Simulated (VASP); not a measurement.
# LiF in VASP: further runs

Runs on LiF. Level: LDA. Tasks: electric field gradients.

Program: VASP 6.6.1. These are calculated values, not measurements. Logs are shortened: lines on timing, memory, paths and dates and some standing lists are left out, and cuts for length are marked.

## 1. The cell of the first run

Symmetry: R-3m, No. 166, trigonal system. The conventional cell has a = 2.834 Å, b = 2.834 Å, c = 7.046 Å, α = 90.00°, β = 90.00°, γ = 120.00°. Within 2.7 Å of Li (site symmetry -3m) lie 6 F at 2.01 Å. Within 2.7 Å of F (site symmetry -3m) lie 6 Li at 2.01 Å.

## 2. Electric field gradients, LDA (equal xy, yz and zx shear strains of +1 %)

Input file INCAR:

```
SYSTEM = LiF
PREC     = Accurate       ! precision mode
ENCUT    = 520            ! plane-wave cutoff, eV
EDIFF    = 1E-8           ! SCF threshold, eV
ISMEAR   = -1             ! smearing method
SIGMA    = 0.03           ! smearing width, eV
LREAL    = .FALSE.        ! projectors in reciprocal space
LASPH    = .TRUE.         ! aspherical terms in the spheres
NELM     = 100            ! most SCF steps
ALGO     = Normal         ! electronic algorithm
ISIF     = 2              ! what is computed and relaxed
LWAVE    = .FALSE.        ! write WAVECAR
LCHARG   = .FALSE.        ! write CHGCAR
GGA      = CA             ! functional
LEFG     = .TRUE.       
NBANDS   = 12             ! bands
```

Input file KPOINTS:

```
regular mesh
0
G
  10 10 10
  0 0 0
```

Input file POSCAR:

```
LiF
1.0
    0.0201400000      2.0240700000      2.0240700000
    2.0240700000      0.0201400000      2.0240700000
    2.0240700000      2.0240700000      0.0201400000
Li F
1 1
Direct
    0.0000000000      0.0000000000      0.0000000000
    0.5000000000      0.5000000000      0.5000000000
```

Potentials or basis: VASP PAW LDA potentials, release 64 (Li_sv, F).

Run with:

```console
cat potpaw_LDA.64/Li_sv/POTCAR potpaw_LDA.64/F/POTCAR > POTCAR
mpirun -np 1 vasp_std > vasp.out
```

OUTCAR:

```text
SYSTEM = LiF
   PREC = Accurate
   ENCUT = 520
   EDIFF = 1E-8
   ISMEAR = -1
   LREAL = .FALSE.
   LASPH = .TRUE.
   NELM = 100
   ISIF = 2
   GGA = CA

 ion  position               nearest neighbor table
   1  0.000  0.000  0.000-   2 2.01   2 2.01   2 2.01   2 2.01   2 2.01   2 2.01
   2  0.500  0.500  0.500-   1 2.01   1 2.01   1 2.01   1 2.01   1 2.01   1 2.01

  LATTYP: Found a trigonal (rhomboedric) cell.
 ALAT       =     2.8625380957
 COS(alpha) =     0.5099250056

  Lattice vectors:

 A1 = (   0.0201400000,   2.0240700000,   2.0240700000)
 A2 = (   2.0240700000,   0.0201400000,   2.0240700000)
 A3 = (   2.0240700000,   2.0240700000,   0.0201400000)

Analysis of symmetry for initial positions (statically):
=====================================================================
 Subroutine PRICEL returns:
 Original cell was already a primitive cell.

 Routine SETGRP: Setting up the symmetry group for a
 trigonal (rhombohedral) supercell.

 Subroutine GETGRP returns: Found 12 space group operations
 (whereof 12 operations were pure point group operations)
 out of a pool of 12 trial point group operations.

The static configuration has the point symmetry D_3d.

Analysis of symmetry for dynamics (positions and initial velocities):
=====================================================================
 Subroutine PRICEL returns:
 Original cell was already a primitive cell.

 Routine SETGRP: Setting up the symmetry group for a
 trigonal (rhombohedral) supercell.

 Subroutine GETGRP returns: Found 12 space group operations
 (whereof 12 operations were pure point group operations)
 out of a pool of 12 trial point group operations.

The dynamic configuration has the point symmetry D_3d.

 Subroutine INISYM returns: Found 12 space group operations
 (whereof 12 operations are pure point group operations),
 and found     1 'primitive' translations

----------------------------------------------------------------------------------------

                                     Primitive cell

  volume of cell :      16.3371

  direct lattice vectors                    reciprocal lattice vectors
     0.020140000  2.024070000  2.024070000    -0.250744910  0.248274517  0.248274517
     2.024070000  0.020140000  2.024070000     0.248274517 -0.250744910  0.248274517
     2.024070000  2.024070000  0.020140000     0.248274517  0.248274517 -0.250744910

  length of vectors
     2.862538096  2.862538096  2.862538096     0.431455074  0.431455074  0.431455074

  position of ions in fractional coordinates (direct lattice)
     0.000000000  0.000000000  0.000000000
     0.500000000  0.500000000  0.500000000

  ion indices of the primitive-cell ions
   primitive index   ion index
                 1           1
                 2           2

----------------------------------------------------------------------------------------

 KPOINTS: regular mesh

Automatic generation of k-mesh.
 Grid dimensions read from file:
 generate k-points for:   10   10   10

 Generating k-lattice:

  Cartesian coordinates                     Fractional coordinates (reciprocal lattice)
    -0.025074491  0.024827452  0.024827452     0.100000000  0.000000000  0.000000000
     0.024827452 -0.025074491  0.024827452     0.000000000  0.100000000  0.000000000
     0.024827452  0.024827452 -0.025074491     0.000000000  0.000000000  0.100000000

  Length of vectors
     0.043145507  0.043145507  0.043145507

  Shift w.r.t. Gamma in fractional coordinates (k-lattice)
     0.000000000  0.000000000  0.000000000

 Subroutine IBZKPT returns following result:
 ===========================================

 Found    116 irreducible k-points:

 Following reciprocal coordinates:
            Coordinates               Weight
  0.000000  0.000000  0.000000      1.000000
  0.100000 -0.000000 -0.000000      6.000000
  0.200000 -0.000000 -0.000000      6.000000
  0.300000 -0.000000 -0.000000      6.000000
  0.400000 -0.000000 -0.000000      6.000000
  0.500000  0.000000 -0.000000      3.000000
[... 16 lines left out ...]
  0.300000  0.300000 -0.000000      6.000000
  0.400000  0.300000 -0.000000     12.000000
 [... further k-points ...]
   k-points           NKPTS =    116   k-points in BZ     NKDIM =    116   number of bands    NBANDS=     12
   number of dos      NEDOS =    301   number of ions     NIONS =      2
   total plane-waves  NPLWV =  13824
   dimension x,y,z NGX =    24 NGY =   24 NGZ =   24
   dimension x,y,z NGXF=    48 NGYF=   48 NGZF=   48
   ions per type =               1   1
   NGX,Y,Z   is equivalent  to a cutoff of  13.94, 13.94, 13.94 a.u.
   NGXF,Y,Z  is equivalent  to a cutoff of  27.88, 27.88, 27.88 a.u.
 SYSTEM =  LiF
   PREC   = accura    normal or accurate (medium, high low for compatibility)
   ISTART =      0    job   : 0-new  1-cont  2-samecut
   ICHARG =      2    charge: 1-file 2-atom 10-const
   ISPIN  =      1    spin polarized calculation?
   LNONCOLLINEAR =      F non collinear calculations
   LSORBIT =      F    spin-orbit coupling
   LASPH  =      T    aspherical Exc in radial PAW
   ENCUT  =  520.0 eV  38.22 Ry    6.18 a.u.   5.32  5.32  5.32*2*pi/ulx,y,z
   NELM   =    100;   NELMIN=  2; NELMDL= -5     # of ELM steps
   EDIFF  = 0.1E-07   stopping-criterion for ELM
   LREAL  =      F    real-space projection
   EDIFFG = 0.1E-06   stopping-criterion for IOM
   NSW    =      0    number of steps for IOM
   IBRION =     -1    ionic relax: 0-MD 1-quasi-New 2-CG
   NFREE  =      0    steps in history (QN), initial steepest desc. (CG)
   ISIF   =      2    stress and relaxation
   ISYM   =      2    0-nonsym 1-usesym 2-fastsym
   POTIM  = 0.5000    time-step for ionic-motion
   TEBEG  =    0.0;   TEEND  =   0.0 temperature during run
   PSTRESS=    0.0 pullay stress
   NELECT =      10.0000    total number of electrons
   NUPDOWN=      -1.0000    fix difference up-down
   EMIN   =  10.00;   EMAX   =-10.00  energy-range for DOS
   EFERMI =   0.00;   METHOD = LEGACY
   ISMEAR =    -1;   SIGMA  =   0.03  broadening in eV -4-tet -1-fermi 0-gaus
   EFERMI_NEDOS =   21; number of points for ismear=-14 and -15
   IALGO  =     38    algorithm
   IMIX   =      4    mixing-type and parameters
     AMIX     =   0.40;   BMIX     =  1.00
     AMIX_MAG =   1.60;   BMIX_MAG =  1.00
  volume/ion in A,a.u.               =       8.17        55.12
  Fermi-wavevector in a.u.,A,eV,Ry     =   1.390004  2.626728 26.287984  1.932112
  Thomas-Fermi vector in A             =   2.513981
   LORBIT       =      0    0 simple, 1 ext, 2 COOP (PROOUT), +10 PAW based schemes
   GGA     = CA    functional components
   LHFCALC =     F    Hartree Fock is set to
   AEXX    =    0.0000 exact exchange contribution
   IVDW    =     0    specifies the selected vdW correction
   LEPSILON=     F    determine dielectric tensor
   LRPA    =     F    only Hartree local field effects (RPA)
 non-spin polarized calculation
  energy-cutoff  :      520.00
  volume of cell :       16.34
 maximum number of plane-waves:       452
 NGX is ok and might be reduce to    24
   NGX = 11   NGY = 11   NGZ = 11

 number of electron      10.0000000 magnetization

 number of electron       9.9999993 magnetization

 Free energy of the ion-electron system (eV)
  ---------------------------------------------------
  ext. energy  EPLUGINS =         0.00000000
  ---------------------------------------------------
  free energy    TOTEN  =       -10.47095920 eV

  energy without entropy =      -10.47095920  energy(sigma->0) =      -10.47095920

 E-fermi :  -0.5028     XC(G=0): -10.6702

 val. band max:       -1.2693031451   @ k =   0.0000   0.0000   0.0000
 cond. band min:       7.5379826545   @ k =   0.0000   0.0000   0.0000
 fundamental gap:      8.8072857996
 Fermi energy:        -0.5027759540

 k-point     1 :       0.0000    0.0000    0.0000
  band No.  band energies     occupation
      1     -41.0504      2.00000
      2     -20.8658      2.00000
      3      -1.3527      2.00000
      4      -1.2693      2.00000
      5      -1.2693      2.00000
      6       7.5380      0.00000
      7      22.0258      0.00000
      8      22.2219      0.00000
      9      22.2219      0.00000
     10      22.2779      0.00000
     11      22.7783      0.00000
     12      22.7783      0.00000

 k-point     2 :       0.1000   -0.0000   -0.0000
  band No.  band energies     occupation
      1     -41.0437      2.00000
      2     -20.8250      2.00000
      3      -1.5777      2.00000
      4      -1.3639      2.00000
      5      -1.2946      2.00000
      6       7.8230      0.00000
      7      19.6004      0.00000
      8      20.7907      0.00000
      9      20.9973      0.00000
     10      23.3832      0.00000
     11      23.6353      0.00000
     12      23.7996      0.00000

 k-point     3 :       0.2000   -0.0000   -0.0000
  band No.  band energies     occupation
      1     -41.0263      2.00000
      2     -20.7155      2.00000
      3      -2.2862      2.00000
      4      -1.4234      2.00000
      5      -1.3595      2.00000
      6       8.4465      0.00000
      7      17.1333      0.00000
      8      19.3068      0.00000
      9      19.4845      0.00000
     10      24.5455      0.00000
     11      24.7802      0.00000
     12      25.1786      0.00000
[... 286 lines left out ...]
 k-point    23 :       0.3000    0.3000   -0.0000
  band No.  band energies     occupation
      1     -40.9924      2.00000
      2     -20.4294      2.00000
      3      -3.2590      2.00000
      4      -2.0220      2.00000
      5      -1.9417      2.00000
      6      10.6488      0.00000
      7      16.1847      0.00000
      8      17.3393      0.00000
      9      18.5480      0.00000
     10      18.7340      0.00000
     11      32.8162      0.00000
     12      32.9246      0.00000

 k-point    24 :       0.4000    0.3000   -0.0000
  band No.  band energies     occupation
      1     -40.9795      2.00000
      2     -20.3118      2.00000
      3      -3.6890      2.00000
      4      -2.1643      2.00000
      5      -2.1235      2.00000
      6      11.4419      0.00000
      7      15.0428      0.00000
      8      16.8718      0.00000
      9      18.2955      0.00000
     10      19.5535      0.00000
     11      32.3108      0.00000
     12      33.1761      0.00000

 [... further k-points ...]
[... 5 lines left out ...]
  --------------------------------------------------------------------------------------
  -------------------------------------------------------------------------------------
  Total       -0.6833546     -0.6833546     -0.6833546     -0.0628777     -0.0628777     -0.0628777
  in kB      -67.0163551    -67.0163551    -67.0163551     -6.1663953     -6.1663953     -6.1663953
  external PRESSURE =     -67.0163551 kB  Pullay stress =       0.0000000 kB

 VOLUME and BASIS-vectors are now :
 -----------------------------------------------------------------------------
  energy-cutoff  :      520.00
  volume of cell :       16.34
      direct lattice vectors                 reciprocal lattice vectors
     0.020140000  2.024070000  2.024070000    -0.250744910  0.248274517  0.248274517
     2.024070000  0.020140000  2.024070000     0.248274517 -0.250744910  0.248274517
     2.024070000  2.024070000  0.020140000     0.248274517  0.248274517 -0.250744910

 POSITION                                       TOTAL-FORCE (eV/Angst)
 -----------------------------------------------------------------------------------
      0.00000      0.00000      0.00000        -0.000000      0.000000     -0.000000
      2.03414      2.03414      2.03414         0.000000     -0.000000      0.000000
 -----------------------------------------------------------------------------------
    total drift:                               -0.000000     -0.000000      0.000000

  FREE ENERGIE OF THE ION-ELECTRON SYSTEM (eV)
  ---------------------------------------------------
  free  energy   TOTEN  =       -10.4709591963 eV

  energy  without entropy=      -10.4709591963  energy(sigma->0) =      -10.47095920

 Electric field gradients (V/A^2)
---------------------------------------------------------------------
 ion       V_xx      V_yy      V_zz      V_xy      V_xz      V_yz
---------------------------------------------------------------------
   1       0.000     0.000    -0.000    -0.051    -0.051    -0.051
   2      -0.000    -0.000     0.000     1.333     1.333     1.333
---------------------------------------------------------------------

 Electric field gradients after diagonalization (V/A^2)
 (convention: |V_zz| > |V_xx| > |V_yy|)
----------------------------------------------------------------------
 ion       V_xx      V_yy      V_zz     asymmetry (V_yy - V_xx)/ V_zz
----------------------------------------------------------------------
   1       0.051     0.051    -0.103       0.000
   2      -1.333    -1.333     2.666       0.000
----------------------------------------------------------------------

           NMR quadrupolar parameters

 Cq : quadrupolar parameter    Cq=e*Q*V_zz/h
 eta: asymmetry parameters     (V_yy - V_xx)/ V_zz
 Q  : nuclear electric quadrupole moment in mb (millibarn)
----------------------------------------------------------------------
 ion       Cq(MHz)       eta       Q (mb)
----------------------------------------------------------------------
   1      -0.000       0.000       1.000
   2       0.006       0.000       1.000
----------------------------------------------------------------------
```

Run time: 17 s. Hardware: 1 thread of Intel Xeon Platinum 8259CL at 2.50GHz (Skylake/Cascade Lake), shared host; peak memory 0.13 GiB.

What came out:

* Free energy: -10.4710 eV
* Band gap on the k mesh: 8.81 eV, direct

Electric field gradients, principal values (V/Å²):
```tsv
atom	least	middle	greatest (by size)
1 Li	0.051	0.051	-0.103
2 F	-1.333	-1.333	2.666
```

Caveat: the cell differs from its parent crystal (equal xy, yz and zx shear strains of +1 %); the cutoff is under 1.25 times the usual one of these potentials, so pressure, stress and relaxed cells hold a basis-set (Pulay) error; without QUAD_EFG the Cq values of the log hold for a quadrupole moment of 1 mb, not for the nuclei. A k mesh can miss the band edges.

## 3. Electric field gradients, LDA (equal xy, yz and zx shear strains of +1 %)

Input file INCAR:

```
PREC     = Accurate       # precision mode
ENCUT    = 520            # plane-wave cutoff, eV
EDIFF    = 1E-8           # SCF threshold, eV
ISMEAR   = -1             # smearing method
SIGMA    = 0.03           # smearing width, eV
LREAL    = False          # projectors in reciprocal space
LASPH    = True           # aspherical terms in the spheres
NELM     = 60             # most SCF steps
ALGO     = Normal         # electronic algorithm
ISIF     = 2              # what is computed and relaxed
LWAVE    = False          # write WAVECAR
LCHARG   = False          # write CHGCAR
LEFG     = True         
NBANDS   = 12             # bands
```

Input file KPOINTS:

```
Automatic mesh
0
Gamma
  10 10 10
```

POSCAR is that of step 2.

Potentials or basis: VASP PAW LDA potentials, release 64 (Li_sv, F).

Run with:

```console
cat potpaw_LDA.64/Li_sv/POTCAR potpaw_LDA.64/F/POTCAR > POTCAR
mpirun -np 1 vasp_std > vasp.out
```

OUTCAR:

```text
PREC = Accurate
   ENCUT = 520
   EDIFF = 1E-8
   ISMEAR = -1
   LREAL = False
   LASPH = True
   NELM = 60
   ISIF = 2

 ion  position               nearest neighbor table
   1  0.000  0.000  0.000-   2 2.01   2 2.01   2 2.01   2 2.01   2 2.01   2 2.01
   2  0.500  0.500  0.500-   1 2.01   1 2.01   1 2.01   1 2.01   1 2.01   1 2.01

  LATTYP: Found a trigonal (rhomboedric) cell.
 ALAT       =     2.8625380957
 COS(alpha) =     0.5099250056

  Lattice vectors:

 A1 = (   0.0201400000,   2.0240700000,   2.0240700000)
 A2 = (   2.0240700000,   0.0201400000,   2.0240700000)
 A3 = (   2.0240700000,   2.0240700000,   0.0201400000)

Analysis of symmetry for initial positions (statically):
[... 574 lines left out ...]
  energy  without entropy=      -10.4709591963  energy(sigma->0) =      -10.47095920

 Electric field gradients (V/A^2)
---------------------------------------------------------------------
 ion       V_xx      V_yy      V_zz      V_xy      V_xz      V_yz
---------------------------------------------------------------------
   1       0.000     0.000    -0.000    -0.051    -0.051    -0.051
   2      -0.000    -0.000     0.000     1.333     1.333     1.333
---------------------------------------------------------------------

 Electric field gradients after diagonalization (V/A^2)
 (convention: |V_zz| > |V_xx| > |V_yy|)
----------------------------------------------------------------------
 ion       V_xx      V_yy      V_zz     asymmetry (V_yy - V_xx)/ V_zz
----------------------------------------------------------------------
   1       0.051     0.051    -0.103       0.000
   2      -1.333    -1.333     2.666       0.000
----------------------------------------------------------------------

           NMR quadrupolar parameters

 Cq : quadrupolar parameter    Cq=e*Q*V_zz/h
 eta: asymmetry parameters     (V_yy - V_xx)/ V_zz
 Q  : nuclear electric quadrupole moment in mb (millibarn)
----------------------------------------------------------------------
 ion       Cq(MHz)       eta       Q (mb)
----------------------------------------------------------------------
   1      -0.000       0.000       1.000
   2       0.006       0.000       1.000
----------------------------------------------------------------------
```

OSZICAR:

```text
N       E                     dE             d eps       ncg     rms          rms(c)
DAV:   1     0.295900962447E+02    0.29590E+02   -0.54146E+03  2888   0.843E+02
DAV:   2    -0.990562552550E+01   -0.39496E+02   -0.38661E+02  3388   0.185E+02
DAV:   3    -0.109537385630E+02   -0.10481E+01   -0.10442E+01  3612   0.259E+01
DAV:   4    -0.109644169142E+02   -0.10678E-01   -0.10678E-01  3172   0.286E+00
DAV:   5    -0.109645233531E+02   -0.10644E-03   -0.10644E-03  3588   0.219E-01    0.423E+00
DAV:   6    -0.104880226516E+02    0.47650E+00   -0.22925E+00  3124   0.916E+00    0.136E+00
DAV:   7    -0.104766513954E+02    0.11371E-01   -0.15283E-02  3736   0.106E+00    0.793E-01
DAV:   8    -0.104709733824E+02    0.56780E-02   -0.93689E-03  3896   0.102E+00    0.988E-02
DAV:   9    -0.104709440518E+02    0.29331E-04   -0.67669E-04  3164   0.235E-01    0.371E-02
DAV:  10    -0.104709596935E+02   -0.15642E-04   -0.29804E-05  3264   0.389E-02    0.721E-03
DAV:  11    -0.104709592094E+02    0.48418E-06   -0.15459E-06  3544   0.129E-02    0.123E-03
DAV:  12    -0.104709592047E+02    0.46323E-08   -0.28771E-07  4020   0.401E-03    0.710E-04
DAV:  13    -0.104709591963E+02    0.84187E-08   -0.23129E-08  2632   0.126E-03
   1 F= -.10470959E+02 E0= -.10470959E+02  d E =-.230900E-12
```

stdout:

```text
POSCAR found type information on POSCAR LiF
 POSCAR found :  2 types and       2 ions
 scaLAPACK will be used
 LDA part: xc-table for (Slater(with rela. corr.)+CA(PZ))
 , standard interpolation
 POSCAR, INCAR and KPOINTS ok, starting setup
 FFT: planning ... GRIDC
 FFT: planning ... GRID_SOFT
 FFT: planning ... GRID
 WAVECAR not read
 entering main loop
ion   1

ion   2
```

It took 20 s on 1 thread of Intel Xeon Platinum 8259CL at 2.50GHz (Skylake/Cascade Lake), shared host; peak memory 0.13 GiB.

What came out:

```
Free energy            : -10.4710 eV
Band gap on the k mesh : 8.81 eV, direct
```

Electric field gradients, principal values (V/Å²):
```csv
atom,least,middle,greatest (by size)
1 Li,0.051,0.051,-0.103
2 F,-1.333,-1.333,2.666
```

Caveat: the cell differs from its parent crystal (equal xy, yz and zx shear strains of +1 %); the cutoff is under 1.25 times the usual one of these potentials, so pressure, stress and relaxed cells hold a basis-set (Pulay) error; without QUAD_EFG the Cq values of the log hold for a quadrupole moment of 1 mb, not for the nuclei. A k mesh can miss the band edges.

(Continued in part 2 of 2.)
